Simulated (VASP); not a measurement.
# KAgAuC6N6: single point with PBE

KAgAuC6N6:

```
K Ag C Au N
1.0
     0.00000    5.65947    5.65947
     5.65947    0.00000    5.65947
     5.65947    5.65947    0.00000
K Ag C Au N
1 1 6 1 6
Direct
  0.75000 0.75000 0.75000
  0.00000 0.00000 0.00000
  0.80323 0.19677 0.19677
  0.19677 0.19677 0.80323
  0.80323 0.19677 0.80323
  0.19677 0.80323 0.80323
  0.80323 0.80323 0.19677
  0.19677 0.80323 0.19677
  0.50000 0.50000 0.50000
  0.69976 0.30024 0.30024
  0.30024 0.30024 0.69976
  0.69976 0.30024 0.69976
  0.30024 0.69976 0.69976
  0.69976 0.69976 0.30024
  0.30024 0.69976 0.30024
```

```
Program             : VASP 6.6.1
Task                : single point
Functional          : PBE
Potentials or basis : VASP PAW PBE potentials, release 64 (K_sv, Ag, C, Au, N)
Cutoff              : 520 eV
k mesh              : 4 × 4 × 4
Occupations         : gaussian, width 0.1 eV
Spin                : no spin polarisation
```

| Property | Result |
| --- | --- |
| Pressure | 0.6 GPa |
| Largest force | 0.409 eV/Å |
| Band gap on the k mesh | zero (an odd number of electrons rules out a gap without spin polarisation) |

Forces on the atoms (eV/Å):
```
K    0.000  0.000  0.000
Ag   0.000  0.000  0.000
C   -0.383  0.000  0.000
C    0.000  0.000 -0.383
C    0.000  0.383  0.000
C    0.383  0.000  0.000
C    0.000  0.000  0.383
C    0.000 -0.383  0.000
Au   0.000  0.000  0.000
N    0.409  0.000  0.000
N    0.000  0.000  0.409
N    0.000 -0.409  0.000
N   -0.409  0.000  0.000
N    0.000  0.000 -0.409
N    0.000  0.409  0.000
```

Levels at points of the mesh, in eV from the Fermi level:
```
           k point  band 38  band 39  band 40  band 41  band 42  band 43  band 44  band 45  band 46  band 47
(0.00, 0.00, 0.00)    -2.73    -2.73    -2.73    -1.10    -1.10     0.62     0.62     3.23     3.75     3.75
(0.50, 0.00, 0.00)    -2.72    -2.72    -2.68    -0.19    -0.19    -0.07    -0.07     3.55     3.84     3.84
(0.50, 0.50, 0.00)    -2.73    -2.63    -2.63    -1.10    -0.59    -0.01     0.64     3.64     3.97     4.08
```

It took 7.4 min on 1 thread of Intel Xeon 8259CL, on a shared host, peak memory 0.56 GiB.

Caveat: spin-orbit coupling is left out, which moves the levels of the heavy elements; an odd number of electrons without spin polarisation forces a metal; a magnetic or distorted state may lie lower.
